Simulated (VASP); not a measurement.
## InGa3As4: single point with PBE

InGa3As4:

```
CELL_PARAMETERS angstrom
4.08024 0.00000 0.00000
0.00000 8.17493 0.00000
0.00000 0.00000 5.77943
ATOMIC_POSITIONS crystal
Ga 0.00000 0.75822 0.99984
Ga 0.50000 0.00000 0.49804
Ga 0.00000 0.24178 0.99984
As 0.50000 0.76276 0.24031
As 0.00000 0.00000 0.74130
As 0.50000 0.23724 0.24031
As 0.00000 0.50000 0.77994
In 0.50000 0.50000 0.50042
```

```yaml
Program: VASP 6.6.1
Task: single point
Functional: PBE
Potentials_or_basis: VASP PAW PBE potentials, release 64 (Ga_d, As, In_d)
Cutoff: 520 eV
k_mesh: 6 × 4 × 4
Occupations: fermi-dirac, width 0.02 eV
Spin: no spin polarisation
Dipole_correction: no
Further_INCAR_settings: ALGO = Normal; EDIFF = 1e-06; NBANDS = 46
```

```json
{
 "Pressure": "2.7 GPa",
 "Largest force": "0.039 eV/Å",
 "Band gap on the k mesh": "0.11 eV"
}
```

Forces on the atoms (eV/Å):
```
Ga   0.000  0.009 -0.003
Ga   0.000  0.000  0.039
Ga   0.000 -0.009 -0.003
As   0.000 -0.028 -0.001
As   0.000  0.000 -0.009
As   0.000  0.028 -0.001
As   0.000  0.000  0.002
In   0.000  0.000 -0.024
```

Levels at points of the mesh, in eV from the valence-band top:
```csv
k point,band 34,band 35,band 36,band 37,band 38,band 39
"(0.00, 0.00, 0.00)",-0.10,-0.05,0.00,0.11,1.39,1.66
"(0.50, 0.00, 0.00)",-2.49,-1.39,-1.03,1.42,1.47,1.61
"(0.00, 0.50, 0.00)",-1.24,-0.46,-0.12,1.66,1.84,1.86
"(0.50, 0.50, 0.00)",-2.49,-2.36,-2.12,2.29,2.66,2.70
"(0.00, 0.00, 0.50)",-1.14,-1.10,-0.77,0.77,0.92,1.95
"(0.50, 0.00, 0.50)",-1.14,-1.13,-0.95,0.72,1.02,4.20
"(0.00, 0.50, 0.50)",-1.55,-1.54,-0.87,1.90,1.92,2.05
"(0.50, 0.50, 0.50)",-1.89,-1.84,-1.84,2.72,2.78,2.85
```

Wall time 8.8 min on 1 thread of Oxide Virtual Turin-like Processor, with other jobs on the host, peak memory 0.43 GiB.

Caveat: semilocal functionals underestimate gaps, and a narrow one can read as zero; spin-orbit coupling is left out, which moves the levels of the heavy elements.
